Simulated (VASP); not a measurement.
**InP: single point with PBE**

Crystal: InP.

```
In P
1.0
     0.00000    2.93050    2.93050
     2.93050    0.00000    2.93050
     2.93050    2.93050    0.00000
In P
1 1
Direct
  0.00000 0.00000 0.00000
  0.25000 0.25000 0.25000
```

- Program: VASP 6.6.1
- Task: single point
- Functional: PBE
- Potentials or basis: VASP PAW PBE potentials, release 64 (In_d, P)
- Cutoff: 520 eV
- k mesh: 6 × 6 × 6
- Occupations: fermi-dirac, width 0.05 eV
- Spin: no spin polarisation

```yaml
Pressure: 3.3 GPa
Band_gap_on_the_k_mesh: 0.71 eV, direct
```

Levels at points of the mesh, in eV from the valence-band top:
```
           k point  band 7  band 8  band 9  band 10  band 11  band 12
(0.00, 0.00, 0.00)    0.00    0.00    0.00     0.71     4.09     4.09
(0.50, 0.00, 0.00)   -5.73   -0.97   -0.97     1.50     4.81     4.81
(0.50, 0.50, 0.00)   -5.75   -2.32   -2.32     1.76     2.27     9.21
```

It took 19 s on 1 thread of AMD EPYC 7R13, on a shared host, peak memory 0.17 GiB.

Caveat: spin-orbit coupling is left out, which moves the levels of the heavy elements. PBE gaps usually lie below the measured ones, often by a third to a half.
